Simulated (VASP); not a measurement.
Co:

```
Co
1.0
     2.50740    0.00000    0.00000
    -1.25370    2.17147    0.00000
     0.00000    0.00000    4.06990
Co
2
Direct
  0.33333 0.66667 0.25000
  0.66667 0.33333 0.75000
```

Base run:

- Program: VASP 6.6.1
- Functional: PBEsol
- Potentials or basis: VASP PAW PBE potentials, release 64 (Co)
- Cutoff: 520 eV
- k mesh: 13 × 13 × 7
- Occupations: fermi-dirac, width 0.1 eV
- Spin: collinear spin, ferromagnetic start
- Starting moments: [1.8, 1.8] μB

Its results: pressure -14.3 GPa; net moment 3.22 μB per cell; site moments Co +1.63 μB.

**Question.** The run is repeated on the same cell with these changes: k mesh from 13 × 13 × 7 to 3 × 3 × 2. What comes out?

**Answer.** Pressure -4.1 GPa; net moment 4.17 μB per cell; site moments Co +2.07 μB.

Caveats: some runs use coarse meshes; the PAW data sets were made with another functional, which shifts forces and pressure a little.
